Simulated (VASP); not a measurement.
A run of VASP 6.6.1:

The input INCAR:

```
ALGO     = Normal         # electronic algorithm
EDIFF    = 1E-6           # SCF threshold, eV
ENCUT    = 520            # plane-wave cutoff, eV
GGA      = PE             # functional
ISIF     = 2              # what is computed and relaxed
ISMEAR   = 0              # smearing method
LASPH    = True           # aspherical terms in the spheres
LCHARG   = False          # write CHGCAR
LREAL    = False          # projectors in reciprocal space
LWAVE    = False          # write WAVECAR
NBANDS   = 61             # bands
NELM     = 80             # most SCF steps
PREC     = Accurate       # precision mode
SIGMA    = 0.1            # smearing width, eV
```

KPOINTS

```
k-points
0
Gamma
  4 4 1
```

Contents of POSCAR:

```
MgCd5S6
1.0
    4.1680078000      0.0000000000      0.0000000000
    0.0000000000      4.1680078000      0.0000000000
    0.0000000000      0.0000000000     17.6200660000
Mg Cd S
1 5 6
Direct
    0.5000000000      0.5000000000      0.0000000000
    0.0000000000      0.0000000000      0.8389100000
    0.0000000000      0.0000000000      0.1610900000
    0.5000000000      0.5000000000      0.3305540000
    0.0000000000      0.0000000000      0.5000000000
    0.5000000000      0.5000000000      0.6694460000
    0.5000000000      0.0000000000      0.0761010000
    0.0000000000      0.5000000000      0.2458540000
    0.5000000000      0.0000000000      0.4152780000
    0.0000000000      0.5000000000      0.5847220000
    0.5000000000      0.0000000000      0.7541460000
    0.0000000000      0.5000000000      0.9238990000
```

Potentials or basis: VASP PAW PBE potentials, release 64 (Mg, Cd, S).

Launch:

```bash
$ cat potpaw_PBE.64/Mg/POTCAR potpaw_PBE.64/Cd/POTCAR potpaw_PBE.64/S/POTCAR > POTCAR
$ mpirun -np 1 vasp_std > vasp.out
```

Hardware: 1 thread of Intel(R) Xeon(R) Platinum 8259CL CPU @ 2.50GHz (Skylake/Cascade Lake) (shared host).

Q: How long does it take, and how much memory?

A: Run time: 2.3 min on 1 thread of Intel(R) Xeon(R) Platinum 8259CL CPU @ 2.50GHz (Skylake/Cascade Lake), with other jobs on the host, peak memory 0.39 GiB. Counts: scf iterations 16, k points 6.
